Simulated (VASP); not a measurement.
Write the native input for VASP 6.6.1 that does the following.

- Task: single point
- Functional: r2SCAN
- Potentials or basis: VASP PAW PBE potentials, release 64 (B, P)
- Cutoff: 520 eV
- k mesh: 18 × 18 × 10
- Occupations: gaussian, width 0.1 eV
- Spin: no spin polarisation
- Dipole correction: no
- Further INCAR settings: ALGO = Normal; EDIFF = 1e-06; NBANDS = 16

Crystal: BP (NiAs type).

```
B P
1.0
     2.82446    0.00000    0.00000
    -1.41223    2.44605    0.00000
     0.00000    0.00000    4.69907
B P
2 2
Direct
  0.00000 0.00000 0.00000
  0.00000 0.00000 0.50000
  0.33333 0.66667 0.25000
  0.66667 0.33333 0.75000
```

The input as run:

POSCAR

```
BP
1.0
    2.8244574180      0.0000000000      0.0000000000
   -1.4122287090      2.4460518759      0.0000000000
    0.0000000000      0.0000000000      4.6990726672
B P
2 2
Direct
    0.0000000000      0.0000000000      0.0000000000
    0.0000000000      0.0000000000      0.5000000000
    0.3333333333      0.6666666667      0.2500000000
    0.6666666667      0.3333333333      0.7500000000
```

INCAR.step1

```
PREC = Accurate
ENCUT = 520
ISMEAR = 0
SIGMA = 0.1
LREAL = F
LASPH = T
NELM = 60
NBANDS = 16
GGA = PE
ALGO = Normal
EDIFF = 1E-4
LWAVE = T
LCHARG = F
```

INCAR.step2

```
PREC = Accurate
ENCUT = 520
EDIFF = 1E-6
ISMEAR = 0
SIGMA = 0.1
LREAL = F
LASPH = T
NELM = 60
ALGO = Normal
ISIF = 2
LWAVE = F
LCHARG = F
METAGGA = R2SCAN
LMIXTAU = T
NBANDS = 16
ISTART = 1
```

KPOINTS

```
regular mesh
0
Gamma
  18 18 10
```

Potentials or basis: VASP PAW PBE potentials, release 64 (B, P).

Run with:

```bash
$ cat potpaw_PBE.64/B/POTCAR potpaw_PBE.64/P/POTCAR > POTCAR
$ cp INCAR.step1 INCAR
$ mpirun -np 1 vasp_std > vasp.out
$ cp INCAR.step2 INCAR
$ mpirun -np 1 vasp_std > vasp.out
```

It gave:

```json
{"Pressure": "59.1 GPa", "Band gap on the k mesh": "zero (bands 8 and 9 overlap by 7.25 eV)"}
```

Caveat: the cell stands under pressure; the PAW data sets were made with another functional, which shifts forces and pressure a little.

Run time: 120 s on 1 thread of Intel(R) Xeon(R) 6975P-C (Granite Rapids), on a shared host, peak memory 0.22 GiB.
